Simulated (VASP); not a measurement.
FeO (Wuestite):

```xyz
2
Lattice="0.0000 2.1770 2.1554 2.1770 0.0000 2.1554 2.1770 2.1770 0.0000" Properties=species:S:1:pos:R:3 pbc="T T T"
Fe    0.0000    0.0000    0.0000
O     2.1770    2.1770    2.1554
```

Base run:

- Program: VASP 6.6.1
- Functional: PBEsol
- Potentials or basis: VASP PAW PBE potentials, release 64 (Fe, O)
- Cutoff: 520 eV
- k mesh: 9 × 9 × 9
- Occupations: fermi-dirac, width 0.05 eV
- Spin: collinear spin, ferromagnetic start
- Starting moments: [3.0, 0.0] μB

Its results: band gap on the k mesh zero (filled and empty bands overlap); pressure -11.5 GPa; net moment 4.00 μB per cell; site moments Fe +3.62; O +0.30 μB.

**Question.** The run is repeated on the same cell with these changes: potentials or basis from VASP PAW PBE potentials, release 64 (Fe, O) to VASP PAW PBE potentials, release 64 (Fe_sv, O); cutoff from 520 eV to 600 eV; further incar settings from ALGO = Normal; EDIFF = 1e-07; NBANDS = 18 to ALGO = Normal; EDIFF = 1e-06; NBANDS = 22; valence electrons from 14 to 22. What comes out?

**Answer.** Band gap on the k mesh zero (filled and empty bands overlap); pressure -13.9 GPa; net moment 4.00 μB per cell; site moments Fe +3.47; O +0.29 μB.

Caveats: the PAW data sets were made with another functional, which shifts forces and pressure a little; a cell with one magnetic atom can't hold antiferromagnetic order, which such compounds often take; semilocal functionals often make such compounds metallic where correlation or magnetic order opens a gap, which also shifts bond lengths.
